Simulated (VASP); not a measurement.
# WS2 (R3m) in VASP: further runs, part 2 of 2

VASP 6.6.1.

## 3. Single point, pbe exchange, lda correlation (18.45 Å³/atom)

This run uses another cell than the first one, of 18.45 Å³/atom.

Contents of INCAR:

```
SYSTEM = WS2
PREC = Accurate ; ENCUT = 500
EDIFF = 1E-6 ; ISMEAR = 0
SIGMA = 0.025 ; LREAL = .False.
LASPH = .True. ; NELM = 120
ALGO = Normal ; ISIF = 2
LWAVE = .False. ; LCHARG = .False.
GGA = LIBXC ; LIBXC1 = GGA_X_PBE
LIBXC2 = LDA_C_PW ; NBANDS = 20
GGA_COMPAT = .False.
```

Contents of KPOINTS:

```
regular mesh
0
Gamma
  10 10 10
  0 0 0
```

Contents of POSCAR:

```
WS2
1.0
    1.5997786986      0.9236326623      6.2444391255
   -1.5997786986      0.9236326623      6.2444391255
    0.0000000000     -1.8472653246      6.2444391255
W S
1 2
Direct
    0.0000000000      0.0000000000      0.0000000000
    0.5810000000      0.5810000000      0.5810000000
    0.7503000000      0.7503000000      0.7503000000
```

Potentials or basis: VASP PAW PBE potentials, release 64 (W_sv, S).

The run is started by

```console
$ cat potpaw_PBE.64/W_sv/POTCAR potpaw_PBE.64/S/POTCAR > POTCAR
$ mpirun -np 1 vasp_std > vasp.out
```

OUTCAR:

```text
SYSTEM = WS2
   PREC = Accurate
   ENCUT = 500
   EDIFF = 1E-6
   ISMEAR = 0
   LREAL = .False.
   LASPH = .True.
   NELM = 120
   ISIF = 2
   GGA = LIBXC

 ion  position               nearest neighbor table
   1  0.000  0.000  0.000-   3 2.42   3 2.42   3 2.42   2 2.45   2 2.45   2 2.45
   2  0.581  0.581  0.581-   1 2.45   1 2.45   1 2.45
   3  0.750  0.750  0.750-   1 2.42   1 2.42   1 2.42

  LATTYP: Found a trigonal (rhomboedric) cell.
 ALAT       =     6.5119435786
 COS(alpha) =     0.8792940837

  Lattice vectors:

 A1 = (   1.5997786986,   0.9236326623,   6.2444391255)
 A2 = (  -1.5997786986,   0.9236326623,   6.2444391255)
 A3 = (   0.0000000000,  -1.8472653246,   6.2444391255)

Analysis of symmetry for initial positions (statically):
=====================================================================
 Subroutine PRICEL returns:
 Original cell was already a primitive cell.

 Routine SETGRP: Setting up the symmetry group for a
 trigonal (rhombohedral) supercell.

 Subroutine GETGRP returns: Found  6 space group operations
 (whereof  6 operations were pure point group operations)
 out of a pool of 12 trial point group operations.

The static configuration has the point symmetry C_3v.

Analysis of symmetry for dynamics (positions and initial velocities):
=====================================================================
 Subroutine PRICEL returns:
 Original cell was already a primitive cell.

 Routine SETGRP: Setting up the symmetry group for a
 trigonal (rhombohedral) supercell.

 Subroutine GETGRP returns: Found  6 space group operations
 (whereof  6 operations were pure point group operations)
 out of a pool of 12 trial point group operations.

The dynamic configuration has the point symmetry C_3v.

 Subroutine INISYM returns: Found  6 space group operations
 (whereof  6 operations are pure point group operations),
 and found     1 'primitive' translations

----------------------------------------------------------------------------------------
[... 114 lines left out ...]
     AMIX     =   0.40;   BMIX     =  1.00
     AMIX_MAG =   1.60;   BMIX_MAG =  1.00
  volume/ion in A,a.u.               =      18.45       124.53
  Fermi-wavevector in a.u.,A,eV,Ry     =   1.272520  2.404714 22.032015  1.619307
  Thomas-Fermi vector in A             =   2.405394
   LORBIT       =      0    0 simple, 1 ext, 2 COOP (PROOUT), +10 PAW based schemes
   GGA     = LIBXC    functional components
   LHFCALC =     F    Hartree Fock is set to
   AEXX    =    0.0000 exact exchange contribution
   IVDW    =     0    specifies the selected vdW correction
   LEPSILON=     F    determine dielectric tensor
   LRPA    =     F    only Hartree local field effects (RPA)
 non-spin polarized calculation
 Gauss-broadening in eV      SIGMA  =   0.03
  energy-cutoff  :      500.00
  volume of cell :       55.36
 maximum number of plane-waves:      1426
   NGX = 23   NGY = 23   NGZ = 23

 number of electron      26.0000002 magnetization

 Free energy of the ion-electron system (eV)
  ---------------------------------------------------
  ext. energy  EPLUGINS =         0.00000000
  ---------------------------------------------------
  free energy    TOTEN  =       -20.00877548 eV

  energy without entropy =      -20.00877548  energy(sigma->0) =      -20.00877548

 E-fermi :   7.1935     XC(G=0): -10.5108

 val. band max:        6.9018395385   @ k =   0.5000   0.5000   0.5000
 cond. band min:       8.0675159119   @ k =  -0.2000   0.2000   0.0000
 fundamental gap:      1.1656763734
 Fermi energy:         7.1935364337

 k-point     1 :       0.0000    0.0000    0.0000
  band No.  band energies     occupation
      1     -67.9190      2.00000
      2     -32.0957      2.00000
      3     -31.9749      2.00000
      4     -31.9749      2.00000
      5      -8.3517      2.00000
      6      -6.5781      2.00000
[... 541 lines left out ...]
     19      14.5092      0.00000
     20      15.5224      0.00000

 [... further k-points ...]

------------------------ aborting loop because EDIFF is reached ----------------------------------------

  FORCE on cell =-STRESS in cart. coord.  units (eV):
  Direction    XX          YY          ZZ          XY          YZ          ZX
  --------------------------------------------------------------------------------------
  -------------------------------------------------------------------------------------
  Total        2.9603766      2.9603766      1.9295854      0.0000000      0.0000000      0.0000000
  in kB       85.6749127     85.6749127     55.8432515      0.0000000      0.0000000      0.0000000
  external PRESSURE =      75.7310257 kB  Pullay stress =       0.0000000 kB

 VOLUME and BASIS-vectors are now :
 -----------------------------------------------------------------------------
  energy-cutoff  :      500.00
  volume of cell :       55.36
      direct lattice vectors                 reciprocal lattice vectors
     1.599778699  0.923632662  6.244439125     0.312543229  0.180446917  0.053380828
    -1.599778699  0.923632662  6.244439125    -0.312543229  0.180446917  0.053380828
     0.000000000 -1.847265325  6.244439125     0.000000000 -0.360893835  0.053380828

 POSITION                                       TOTAL-FORCE (eV/Angst)
 -----------------------------------------------------------------------------------
      0.00000      0.00000      0.00000         0.000000      0.000000     -0.555860
      0.00000      0.00000     10.88406         0.000000      0.000000      0.324134
      0.00000      0.00000     14.05561         0.000000      0.000000      0.231726
 -----------------------------------------------------------------------------------
    total drift:                                0.000000     -0.000000     -0.000005

  FREE ENERGIE OF THE ION-ELECTRON SYSTEM (eV)
  ---------------------------------------------------
  free  energy   TOTEN  =       -20.0087754759 eV

  energy  without entropy=      -20.0087754759  energy(sigma->0) =      -20.00877548
```

stdout:

```text
POSCAR found type information on POSCAR W S
 POSCAR found :  2 types and       3 ions
 scaLAPACK will be used
 -----------------------------------------------------------------------------
|                                                                             |
|                                                                             |
|     You enforced a specific xc type in the INCAR file but a different       |
|     I HOPE YOU KNOW WHAT YOU ARE DOING!                                     |
|                                                                             |
 -----------------------------------------------------------------------------

 LDA part: xc-table for (None,None), standard interpolation
 POSCAR, INCAR and KPOINTS ok, starting setup
 FFT: planning ... GRIDC
 FFT: planning ... GRID_SOFT
 FFT: planning ... GRID
 WAVECAR not read
 entering main loop
```

Wall time 3.7 min (1 thread of AMD EPYC 9R45 (Zen 5), shared host); peak memory 0.34 GiB.

Results:

- Free energy: -20.0088 eV
- Pressure: 7.6 GPa
- Largest force: 0.556 eV/Å
- Band gap on the k mesh: 1.17 eV (least direct gap 2.11 eV)

Forces in eV/Å, atoms in the order of the input:
```
W    0.000  0.000 -0.556
S    0.000  0.000  0.324
S    0.000  0.000  0.232
```

Caveat: the cell stands under pressure; the PAW data sets were made with another functional, which shifts forces and pressure a little; spin-orbit coupling is left out, which moves the levels of the heavy elements. A k mesh can miss the band edges.

## 4. Single point, pbe exchange, lda correlation (18.81 Å³/atom)

This run uses another cell than the first one, of 18.81 Å³/atom.

Contents of INCAR:

```
SYSTEM = WS2
PREC = Accurate
ENCUT = 500
EDIFF = 1E-6
ISMEAR = 0
SIGMA = 0.025
LREAL = .False.
LASPH = .True.
NELM = 120
ALGO = Normal
ISIF = 2
LWAVE = .False.
LCHARG = .False.
GGA = LIBXC
LIBXC1 = GGA_X_PBE
LIBXC2 = LDA_C_PW
NBANDS = 20
GGA_COMPAT = .False.
```

Contents of KPOINTS:

```
Automatic mesh
0
Gamma
  10 10 10
  0 0 0
```

Contents of POSCAR:

```
WS2
1.0
    1.6099686466      0.9295158316      6.2842136955
   -1.6099686466      0.9295158316      6.2842136955
    0.0000000000     -1.8590316630      6.2842136955
W S
1 2
Direct
    0.0000000000      0.0000000000      0.0000000000
    0.5810000000      0.5810000000      0.5810000000
    0.7503000000      0.7503000000      0.7503000000
```

Potentials or basis: VASP PAW PBE potentials, release 64 (W_sv, S).

The run is started by

```console
$ cat potpaw_PBE.64/W_sv/POTCAR potpaw_PBE.64/S/POTCAR > POTCAR
$ mpirun -np 1 vasp_std > vasp.out
```

OUTCAR:

```text
SYSTEM = WS2
   PREC = Accurate
   ENCUT = 500
   EDIFF = 1E-6
   ISMEAR = 0
   LREAL = .False.
   LASPH = .True.
   NELM = 120
   ISIF = 2
   GGA = LIBXC

 ion  position               nearest neighbor table
   1  0.000  0.000  0.000-   3 2.44   3 2.44   3 2.44   2 2.46   2 2.46   2 2.46
   2  0.581  0.581  0.581-   1 2.46   1 2.46   1 2.46
   3  0.750  0.750  0.750-   1 2.44   1 2.44   1 2.44

  LATTYP: Found a trigonal (rhomboedric) cell.
 ALAT       =     6.5534220446
 COS(alpha) =     0.8792940837

  Lattice vectors:

 A1 = (   1.6099686466,   0.9295158316,   6.2842136955)
 A2 = (  -1.6099686466,   0.9295158316,   6.2842136955)
 A3 = (   0.0000000000,  -1.8590316630,   6.2842136955)

Analysis of symmetry for initial positions (statically):
=====================================================================
 Subroutine PRICEL returns:
 Original cell was already a primitive cell.

 Routine SETGRP: Setting up the symmetry group for a
 trigonal (rhombohedral) supercell.

 Subroutine GETGRP returns: Found  6 space group operations
 (whereof  6 operations were pure point group operations)
 out of a pool of 12 trial point group operations.

The static configuration has the point symmetry C_3v.

Analysis of symmetry for dynamics (positions and initial velocities):
=====================================================================
 Subroutine PRICEL returns:
 Original cell was already a primitive cell.

 Routine SETGRP: Setting up the symmetry group for a
 trigonal (rhombohedral) supercell.

 Subroutine GETGRP returns: Found  6 space group operations
 (whereof  6 operations were pure point group operations)
 out of a pool of 12 trial point group operations.

The dynamic configuration has the point symmetry C_3v.

 Subroutine INISYM returns: Found  6 space group operations
 (whereof  6 operations are pure point group operations),
 and found     1 'primitive' translations

----------------------------------------------------------------------------------------
[... 114 lines left out ...]
     AMIX     =   0.40;   BMIX     =  1.00
     AMIX_MAG =   1.60;   BMIX_MAG =  1.00
  volume/ion in A,a.u.               =      18.81       126.93
  Fermi-wavevector in a.u.,A,eV,Ry     =   1.264466  2.389494 21.754004  1.598874
  Thomas-Fermi vector in A             =   2.397770
   LORBIT       =      0    0 simple, 1 ext, 2 COOP (PROOUT), +10 PAW based schemes
   GGA     = LIBXC    functional components
   LHFCALC =     F    Hartree Fock is set to
   AEXX    =    0.0000 exact exchange contribution
   IVDW    =     0    specifies the selected vdW correction
   LEPSILON=     F    determine dielectric tensor
   LRPA    =     F    only Hartree local field effects (RPA)
 non-spin polarized calculation
 Gauss-broadening in eV      SIGMA  =   0.03
  energy-cutoff  :      500.00
  volume of cell :       56.43
 maximum number of plane-waves:      1450
   NGX = 23   NGY = 23   NGZ = 23

 number of electron      26.0000001 magnetization

 Free energy of the ion-electron system (eV)
  ---------------------------------------------------
  ext. energy  EPLUGINS =         0.00000000
  ---------------------------------------------------
  free energy    TOTEN  =       -20.04977330 eV

  energy without entropy =      -20.04977330  energy(sigma->0) =      -20.04977330

 E-fermi :   6.9353     XC(G=0): -10.4209

 val. band max:        6.6523312833   @ k =   0.5000   0.5000   0.5000
 cond. band min:       7.8252917548   @ k =  -0.2000   0.2000   0.0000
 fundamental gap:      1.1729604715
 Fermi energy:         6.9352688997

 k-point     1 :       0.0000    0.0000    0.0000
  band No.  band energies     occupation
      1     -68.1814      2.00000
      2     -32.3393      2.00000
      3     -32.2332      2.00000
      4     -32.2332      2.00000
      5      -8.4495      2.00000
      6      -6.7435      2.00000
[... 541 lines left out ...]
     19      14.2439      0.00000
     20      15.2111      0.00000

 [... further k-points ...]

------------------------ aborting loop because EDIFF is reached ----------------------------------------

  FORCE on cell =-STRESS in cart. coord.  units (eV):
  Direction    XX          YY          ZZ          XY          YZ          ZX
  --------------------------------------------------------------------------------------
  -------------------------------------------------------------------------------------
  Total        1.9901228      1.9901228      0.8767148      0.0000000      0.0000000      0.0000000
  in kB       56.5085365     56.5085365     24.8938754      0.0000000      0.0000000      0.0000000
  external PRESSURE =      45.9703161 kB  Pullay stress =       0.0000000 kB

 VOLUME and BASIS-vectors are now :
 -----------------------------------------------------------------------------
  energy-cutoff  :      500.00
  volume of cell :       56.43
      direct lattice vectors                 reciprocal lattice vectors
     1.609968647  0.929515832  6.284213696     0.310565054  0.179304818  0.053042966
    -1.609968647  0.929515832  6.284213696    -0.310565054  0.179304818  0.053042966
     0.000000000 -1.859031663  6.284213696     0.000000000 -0.358609635  0.053042966

 POSITION                                       TOTAL-FORCE (eV/Angst)
 -----------------------------------------------------------------------------------
      0.00000      0.00000      0.00000         0.000000     -0.000000     -0.531250
      0.00000      0.00000     10.95338         0.000000      0.000000      0.604994
      0.00000      0.00000     14.14514         0.000000     -0.000000     -0.073744
 -----------------------------------------------------------------------------------
    total drift:                                0.000000     -0.000000     -0.000103

  FREE ENERGIE OF THE ION-ELECTRON SYSTEM (eV)
  ---------------------------------------------------
  free  energy   TOTEN  =       -20.0497733026 eV

  energy  without entropy=      -20.0497733026  energy(sigma->0) =      -20.04977330
```

OSZICAR:

```text
N       E                     dE             d eps       ncg     rms          rms(c)
DAV:   1     0.200962764571E+03    0.20096E+03   -0.12690E+04  4640   0.125E+03
DAV:   2    -0.112852018894E+02   -0.21225E+03   -0.20568E+03  5504   0.336E+02
DAV:   3    -0.214475313347E+02   -0.10162E+02   -0.10051E+02  5736   0.700E+01
DAV:   4    -0.216039828387E+02   -0.15645E+00   -0.15633E+00  5724   0.943E+00
DAV:   5    -0.216068638794E+02   -0.28810E-02   -0.28809E-02  5792   0.132E+00    0.220E+01
DAV:   6    -0.202752094399E+02    0.13317E+01   -0.94011E+00  5016   0.187E+01    0.953E+00
DAV:   7    -0.200890310901E+02    0.18618E+00   -0.21088E+00  4924   0.830E+00    0.576E+00
DAV:   8    -0.200491164445E+02    0.39915E-01   -0.28118E-01  5424   0.341E+00    0.147E+00
DAV:   9    -0.200503227246E+02   -0.12063E-02   -0.12583E-02  5380   0.793E-01    0.599E-01
DAV:  10    -0.200497744300E+02    0.54829E-03   -0.47323E-03  5344   0.437E-01    0.123E-01
DAV:  11    -0.200497724239E+02    0.20061E-05   -0.56420E-04  5240   0.154E-01    0.635E-02
DAV:  12    -0.200497673493E+02    0.50746E-05   -0.58938E-05  5648   0.507E-02    0.189E-02
DAV:  13    -0.200497736868E+02   -0.63375E-05   -0.12899E-05  5088   0.285E-02    0.773E-03
DAV:  14    -0.200497733026E+02    0.38423E-06   -0.11459E-06  3448   0.712E-03
   1 F= -.20049773E+02 E0= -.20049773E+02  d E =-.332936E-60
```

stdout:

```text
POSCAR found type information on POSCAR W S
 POSCAR found :  2 types and       3 ions
 scaLAPACK will be used
 -----------------------------------------------------------------------------
|                                                                             |
|                                                                             |
|     You enforced a specific xc type in the INCAR file but a different       |
|     I HOPE YOU KNOW WHAT YOU ARE DOING!                                     |
|                                                                             |
 -----------------------------------------------------------------------------

 LDA part: xc-table for (None,None), standard interpolation
 POSCAR, INCAR and KPOINTS ok, starting setup
 FFT: planning ... GRIDC
 FFT: planning ... GRID_SOFT
 FFT: planning ... GRID
 WAVECAR not read
 entering main loop
```

It took 3.7 min on 1 thread of AMD EPYC 9R45 (Zen 5), shared host; peak memory 0.34 GiB.

Results:

```yaml
Free_energy: -20.0498 eV
Pressure: 4.6 GPa
Largest_force: 0.605 eV/Å
Band_gap_on_the_k_mesh: 1.17 eV (least direct gap 2.05 eV)
```

Forces on the atoms (eV/Å):
```
W    0.000  0.000 -0.531
S    0.000  0.000  0.605
S    0.000  0.000 -0.074
```

Caveat: the cell stands under pressure; the PAW data sets were made with another functional, which shifts forces and pressure a little; spin-orbit coupling is left out, which moves the levels of the heavy elements.

## 5. The runs side by side

| cell | gap on the mesh (eV) | pressure (GPa) | largest force (eV/Å) |
| --- | --- | --- | --- |
| a = 6.470 Å, angles 28.4°, 3 atoms | 1.16 | 10.9 | 0.58 |
| a = 6.512 Å, angles 28.4°, 3 atoms | 1.17 | 7.6 | 0.56 |
| a = 6.553 Å, angles 28.4°, 3 atoms | 1.17 | 4.6 | 0.60 |

Alike in all rows: task single point; level pbe exchange, lda correlation; potentials or basis VASP PAW PBE potentials, release 64 (W_sv, S); no spin polarisation; k mesh 10 × 10 × 10; cutoff (eV) 500; smearing gaussian 0.025 eV.

Caveats: the cell stands under pressure; the PAW data sets were made with another functional, which shifts forces and pressure a little; spin-orbit coupling is left out, which moves the levels of the heavy elements.

Total energies depend on the potentials used, so only differences within one code and one set of settings carry meaning.
